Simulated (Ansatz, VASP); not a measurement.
## ZnS in VASP and in Ansatz

The input INCAR:

```
SYSTEM = ZnS
ALGO = Normal
EDIFF = 1E-6
ENCUT = 500
GGA = PS
GGA_COMPAT = .FALSE.
ISIF = 2
ISMEAR = -1
IVDW = 13
LASPH = .TRUE.
LCHARG = .TRUE.
LELF = .TRUE.
LREAL = .FALSE.
LVHAR = .TRUE.
LWAVE = .FALSE.
NBANDS = 16
NELM = 120
PREC = Accurate
SIGMA = 0.02
```

File KPOINTS:

```
k-points
0
G
  6 6 6
  0 0 0
```

File POSCAR:

```
ZnS
1.0
    0.0000000000      2.5310227333      2.5310227333
    2.5310227333      0.0000000000      2.5310227333
    2.5310227333      2.5310227333      0.0000000000
Zn S
1 1
Direct
    0.0000000000      0.0000000000      0.0000000000
    0.5000000000      0.5000000000      0.5000000000
```

Input for Ansatz:

```yaml
crystal:
  lattice:
    - [0.0, 2.5310227333, 2.5310227333]
    - [2.5310227333, 0.0, 2.5310227333]
    - [2.5310227333, 2.5310227333, 0.0]
  atoms:
    - { symbol: Zn, position: [0.0, 0.0, 0.0] }
    - { symbol: S, position: [0.5, 0.5, 0.5] }
kpoints:
  mp_grid: { grid: [6, 6, 6] }
hamiltonian:
  xc: pbesol
  dispersion: d4
scf:
  occupations: { method: fermi_dirac, width: 0.02 }
  n_extra_bands: 4
output:
  forces: true
  stress: true
  eigenvalues: true
```

Alike in both runs: task single point; functional PBEsol; dispersion D4; k mesh 6 × 6 × 6; occupations fermi-dirac, width 0.02 eV; no spin polarisation.

|  | VASP | Ansatz |
| --- | --- | --- |
| version | VASP 6.6.1 | Ansatz 0.2.0 |
| potentials or method | VASP PAW PBE potentials, release 64 (Zn, S) | plane waves |
| plane-wave cutoff (eV) | 500 | 420 |
| valence electrons in the cell | 18 | 18 |

Ansatz gave:

| Quantity | Value |
| --- | --- |
| pressure (GPa) | -4.3 |

Task: Estimate VASP's values.

Result: Pressure (GPa): -4.1.

VASP's potentials were made for PBE, not for PBEsol.
